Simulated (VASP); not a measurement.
# Si (a cell with a defect) in VASP: further runs, part 2 of 2

VASP 6.6.1. The steps go on from the part before.

**3. Single point, LDA**

Input file INCAR:

```
SYSTEM = Si
PREC = Accurate
ENCUT = 520
EDIFF = 1E-7
ISMEAR = 0
SIGMA = 0.02
LREAL = Auto
LASPH = .True.
NELM = 60
ALGO = Normal
ISIF = 2
LWAVE = .False.
LCHARG = .True.
GGA = CA
LELF = .True.
LVHAR = .True.
NELECT = 62.0
NBANDS = 43
```

Input file KPOINTS:

```
Automatic mesh
0
Gamma
  3 3 3
  0 0 0
```

Input file POSCAR:

```
Si
1.0
    0.0000000000      5.4019422852     -5.4019422852
    5.4019422852      5.4019422852      0.0000000000
    5.4019422852      0.0000000000     -5.4019422852
Si
15
Direct
   -0.2078443161      0.2359480966      0.2359480966
    0.1315492581      0.6184507948      0.1315492581
    0.6184507948      0.1315492581      0.1315492581
    0.6184507023      0.6184507023      0.1315493507
    0.1315492581      0.1315492581      0.6184507948
    0.1315493507      0.6184507023      0.6184507023
    0.6184507023      0.1315493507      0.6184507023
    0.6250000133      0.6250000133      0.6250000133
    0.2359480966      0.7921556311      0.2359480966
    0.2359480966      0.2359480966      0.2359480966
    0.7515070109      0.7515070109      0.2454790203
    0.2454790203      0.7515070109      0.7515070109
    0.2359480966      0.2359480966      0.7921556311
    0.7515070109      0.7515070109      0.7515070109
    0.7515070109      0.2454790203      0.7515070109
```

Potentials or basis: VASP PAW LDA potentials, release 64 (Si).

On the command line:

```bash
> cat potpaw_LDA.64/Si/POTCAR > POTCAR
> mpirun -np 1 vasp_std > vasp.out
```

OUTCAR:

```text
SYSTEM = Si
   PREC = Accurate
   ENCUT = 520
   EDIFF = 1E-7
   ISMEAR = 0
   LREAL = Auto
   LASPH = .True.
   NELM = 60
   ISIF = 2
   GGA = CA
   NELECT = 62.0

 ion  position               nearest neighbor table
   1  0.792  0.236  0.236-   3 2.41   4 2.41   7 2.41
   2  0.132  0.618  0.132-  11 2.37  12 2.37   9 2.41  10 2.41
   3  0.618  0.132  0.132-  11 2.37  15 2.37   1 2.41  10 2.41
   4  0.618  0.618  0.132-  11 2.37  14 2.37   9 2.41   1 2.41
   5  0.132  0.132  0.618-  12 2.37  15 2.37  13 2.41  10 2.41
   6  0.132  0.618  0.618-  12 2.37  14 2.37  13 2.41   9 2.41
   7  0.618  0.132  0.618-  15 2.37  14 2.37  13 2.41   1 2.41
   8  0.625  0.625  0.625-  14 2.37  12 2.37  11 2.37  15 2.37
   9  0.236  0.792  0.236-   2 2.41   4 2.41   6 2.41
  10  0.236  0.236  0.236-   2 2.41   3 2.41   5 2.41
  11  0.752  0.752  0.245-   8 2.37   3 2.37   2 2.37   4 2.37
  12  0.245  0.752  0.752-   8 2.37   5 2.37   2 2.37   6 2.37
  13  0.236  0.236  0.792-   5 2.41   6 2.41   7 2.41
  14  0.752  0.752  0.752-   8 2.37   6 2.37   7 2.37   4 2.37
  15  0.752  0.245  0.752-   8 2.37   5 2.37   3 2.37   7 2.37

  LATTYP: Found a face centered cubic cell.
 ALAT       =    10.8038845704

  Lattice vectors:

 A1 = (   0.0000000000,   5.4019422852,  -5.4019422852)
 A2 = (   5.4019422852,   5.4019422852,   0.0000000000)
 A3 = (   5.4019422852,   0.0000000000,  -5.4019422852)

Analysis of symmetry for initial positions (statically):
=====================================================================
 Subroutine PRICEL returns:
 Original cell was already a primitive cell.

 Routine SETGRP: Setting up the symmetry group for a
 face centered cubic supercell.

 Subroutine GETGRP returns: Found 24 space group operations
 (whereof  6 operations were pure point group operations)
 out of a pool of 48 trial point group operations.

The static configuration has the point symmetry C_3v.
 The point group associated with its full space group is T_d .

Analysis of symmetry for dynamics (positions and initial velocities):
=====================================================================
 Subroutine PRICEL returns:
 Original cell was already a primitive cell.

 Routine SETGRP: Setting up the symmetry group for a
 face centered cubic supercell.

 Subroutine GETGRP returns: Found 24 space group operations
 (whereof  6 operations were pure point group operations)
 out of a pool of 48 trial point group operations.

The dynamic configuration has the point symmetry C_3v.
 The point group associated with its full space group is T_d .

 Subroutine INISYM returns: Found 24 space group operations
 (whereof  6 operations are pure point group operations),
 and found     1 'primitive' translations

----------------------------------------------------------------------------------------

                                     Primitive cell

  volume of cell :     315.2679

  direct lattice vectors                    reciprocal lattice vectors
     0.000000000  5.401942285 -5.401942285    -0.092559301  0.092559301 -0.092559301
     5.401942285  5.401942285  0.000000000     0.092559301  0.092559301  0.092559301
     5.401942285  0.000000000 -5.401942285     0.092559301 -0.092559301 -0.092559301

  length of vectors
     7.639500043  7.639500043  7.639500043     0.160317411  0.160317411  0.160317411

[... 75 lines left out ...]
 SYSTEM =  Si
   PREC   = accura    normal or accurate (medium, high low for compatibility)
   ISTART =      0    job   : 0-new  1-cont  2-samecut
   ICHARG =      2    charge: 1-file 2-atom 10-const
   ISPIN  =      1    spin polarized calculation?
   LNONCOLLINEAR =      F non collinear calculations
   LSORBIT =      F    spin-orbit coupling
   LASPH  =      T    aspherical Exc in radial PAW
   ENCUT  =  520.0 eV  38.22 Ry    6.18 a.u.  14.20 14.20 14.20*2*pi/ulx,y,z
   NELM   =     60;   NELMIN=  2; NELMDL= -5     # of ELM steps
   EDIFF  = 0.1E-06   stopping-criterion for ELM
   LREAL  =      T    real-space projection
   EDIFFG = 0.1E-05   stopping-criterion for IOM
   NSW    =      0    number of steps for IOM
   IBRION =     -1    ionic relax: 0-MD 1-quasi-New 2-CG
   NFREE  =      0    steps in history (QN), initial steepest desc. (CG)
   ISIF   =      2    stress and relaxation
   ISYM   =      2    0-nonsym 1-usesym 2-fastsym
   POTIM  = 0.5000    time-step for ionic-motion
   TEBEG  =    0.0;   TEEND  =   0.0 temperature during run
   PSTRESS=    0.0 pullay stress
   NELECT =      62.0000    total number of electrons
   NUPDOWN=      -1.0000    fix difference up-down
   EMIN   =  10.00;   EMAX   =-10.00  energy-range for DOS
   EFERMI =   0.00;   METHOD = LEGACY
   ISMEAR =     0;   SIGMA  =   0.02  broadening in eV -4-tet -1-fermi 0-gaus
   EFERMI_NEDOS =   21; number of points for ismear=-14 and -15
   IALGO  =     38    algorithm
   IMIX   =      4    mixing-type and parameters
     AMIX     =   0.40;   BMIX     =  1.00
     AMIX_MAG =   1.60;   BMIX_MAG =  1.00
  volume/ion in A,a.u.               =      21.02       141.84
  Fermi-wavevector in a.u.,A,eV,Ry     =   0.952019  1.799054 12.331498  0.906340
  Thomas-Fermi vector in A             =   2.080543
   LORBIT       =      0    0 simple, 1 ext, 2 COOP (PROOUT), +10 PAW based schemes
   GGA     = CA    functional components
   LHFCALC =     F    Hartree Fock is set to
   AEXX    =    0.0000 exact exchange contribution
   IVDW    =     0    specifies the selected vdW correction
   LEPSILON=     F    determine dielectric tensor
   LRPA    =     F    only Hartree local field effects (RPA)
 non-spin polarized calculation
 Gauss-broadening in eV      SIGMA  =   0.02
  energy-cutoff  :      520.00
  volume of cell :      315.27
 maximum number of plane-waves:      8492
 NGX is ok and might be reduce to    60
   NGX = 29   NGY = 29   NGZ = 29

 number of electron      62.0000000 magnetization

 Free energy of the ion-electron system (eV)
  ---------------------------------------------------
  ext. energy  EPLUGINS =         0.00000000
  ---------------------------------------------------
  free energy    TOTEN  =       -74.97937371 eV

  energy without entropy =      -74.97601151  energy(sigma->0) =      -74.97769261

 E-fermi :   5.9612     XC(G=0):  -9.5863

 val. band max:        5.8583287491   @ k =   0.0000   0.0000   0.0000
 cond. band min:       5.9739919055   @ k =   0.0000   0.0000   0.0000
 fundamental gap:      0.1156631564
 Fermi energy:         5.9611599178

 k-point     1 :       0.0000    0.0000    0.0000
  band No.  band energies     occupation
      1      -6.4708      2.00000
      2      -4.1770      2.00000
      3      -4.1770      2.00000
      4      -4.1770      2.00000
      5      -3.6605      2.00000
      6      -2.4054      2.00000
[... 173 lines left out ...]
     42       9.0303      0.00000
     43       9.1351      0.00000

------------------------ aborting loop because EDIFF is reached ----------------------------------------

  FORCE on cell =-STRESS in cart. coord.  units (eV):
  Direction    XX          YY          ZZ          XY          YZ          ZX
  --------------------------------------------------------------------------------------
  -------------------------------------------------------------------------------------
  Total        9.2217126      9.2217126      9.2217126     -0.0000000      0.0000000     -0.0000000
  in kB       46.8643231     46.8643231     46.8643231     -0.0000000      0.0000000     -0.0000000
  external PRESSURE =      46.8643231 kB  Pullay stress =       0.0000000 kB

 VOLUME and BASIS-vectors are now :
 -----------------------------------------------------------------------------
  energy-cutoff  :      520.00
  volume of cell :      315.27
      direct lattice vectors                 reciprocal lattice vectors
     0.000000000  5.401942285 -5.401942285    -0.092559301  0.092559301 -0.092559301
     5.401942285  5.401942285  0.000000000     0.092559301  0.092559301  0.092559301
     5.401942285  0.000000000 -5.401942285     0.092559301 -0.092559301 -0.092559301

 POSITION                                       TOTAL-FORCE (eV/Angst)
 -----------------------------------------------------------------------------------
      2.54916      5.55376     -5.55376        -0.005184      0.005184     -0.005184
      4.05146      4.05146     -1.42124        -0.000000      0.000000      0.009886
      1.42124      4.05146     -4.05146        -0.009886      0.000000     -0.000000
      4.05146      6.68167     -4.05146        -0.000000      0.009886     -0.000000
      4.05146      1.42124     -4.05146        -0.000000     -0.009886     -0.000000
      6.68167      4.05146     -4.05146         0.009886      0.000000     -0.000000
      4.05146      4.05146     -6.68167        -0.000000      0.000000     -0.009886
      6.75243      6.75243     -6.75243        -0.000000      0.000000     -0.000000
      5.55376      5.55376     -2.54916         0.005184      0.005184      0.005184
      2.54916      2.54916     -2.54916        -0.005184     -0.005184      0.005184
      5.38566      8.11919     -5.38566         0.011973     -0.011973     -0.011973
      8.11919      5.38566     -5.38566        -0.011973      0.011973     -0.011973
      5.55376      2.54916     -5.55376         0.005184     -0.005184     -0.005184
      8.11919      8.11919     -8.11919        -0.011973     -0.011973      0.011973
      5.38566      5.38566     -8.11919         0.011973      0.011973      0.011973
 -----------------------------------------------------------------------------------
    total drift:                                0.000245      0.000216     -0.000216

  FREE ENERGIE OF THE ION-ELECTRON SYSTEM (eV)
  ---------------------------------------------------
  free  energy   TOTEN  =       -74.9793737132 eV

  energy  without entropy=      -74.9760115109  energy(sigma->0) =      -74.97769261
```

Wall time 2 min (1 thread of AMD EPYC 7R43 (Zen 3), shared host); peak memory 0.31 GiB.

Results:

| Quantity | Value |
| --- | --- |
| Free energy | -74.9794 eV |
| Largest force | 0.021 eV/Å |

Forces on the atoms (eV/Å):
```
Si  -0.005  0.005 -0.005
Si   0.000  0.000  0.010
Si  -0.010  0.000  0.000
Si   0.000  0.010  0.000
Si   0.000 -0.010  0.000
Si   0.010  0.000  0.000
Si   0.000  0.000 -0.010
Si   0.000  0.000  0.000
Si   0.005  0.005  0.005
Si  -0.005 -0.005  0.005
Si   0.012 -0.012 -0.012
Si  -0.012  0.012 -0.012
Si   0.005 -0.005 -0.005
Si  -0.012 -0.012  0.012
Si   0.012  0.012  0.012
```

Levels at points of the mesh, in eV from the Fermi level:
```
           k point  band 27  band 28  band 29  band 30  band 31  band 32  band 33  band 34  band 35  band 36
(0.00, 0.00, 0.00)    -0.96    -0.96    -0.96    -0.10    -0.10     0.01     0.01     0.01     0.24     0.83
```

Caveat: the cell carries a net charge on a neutralising background, which shifts energy and pressure; the cell is charged against a uniform background, so pressure and absolute levels hang on convention.
